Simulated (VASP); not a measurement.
Input of a VASP 6.6.1 run:

File INCAR:

```
PREC = Accurate
ENCUT = 520
EDIFF = 1E-6
ISMEAR = 0
SIGMA = 0.15
LREAL = False
LASPH = True
NELM = 60
ALGO = Fast
ISIF = 2
LWAVE = False
LCHARG = False
GGA = PS
NBANDS = 21
```

File KPOINTS:

```
Automatic mesh
0
Gamma
  18 18 10
```

POSCAR

```
Ru
1.0
    2.7972721434      0.0000000000      0.0000000000
   -1.3986360717      2.4225087375      0.0000000000
    0.0000000000      0.0000000000      4.2523798378
Ru
2
Direct
    0.3133061610      0.6266123220      0.2500000000
    0.6866938390      0.3733876780      0.7500000000
```

Potentials or basis: VASP PAW PBE potentials, release 64 (Ru_pv).

Launch:

```sh
$ cat potpaw_PBE.64/Ru_pv/POTCAR > POTCAR
$ mpirun -np 1 vasp_std > vasp.out
```

(1) What does it give for the pressure?

(2) Predict the largest force.

(3) What does it give for the band gap on the k mesh?

Results:

(1) -20.1 GPa.

(2) 1.316 eV/Å.

(3) zero (band 14 reaches 13.01 eV, above the bottom of band 15 at 10.37 eV).

Caveat: the PAW data sets were made with another functional, which shifts forces and pressure a little.
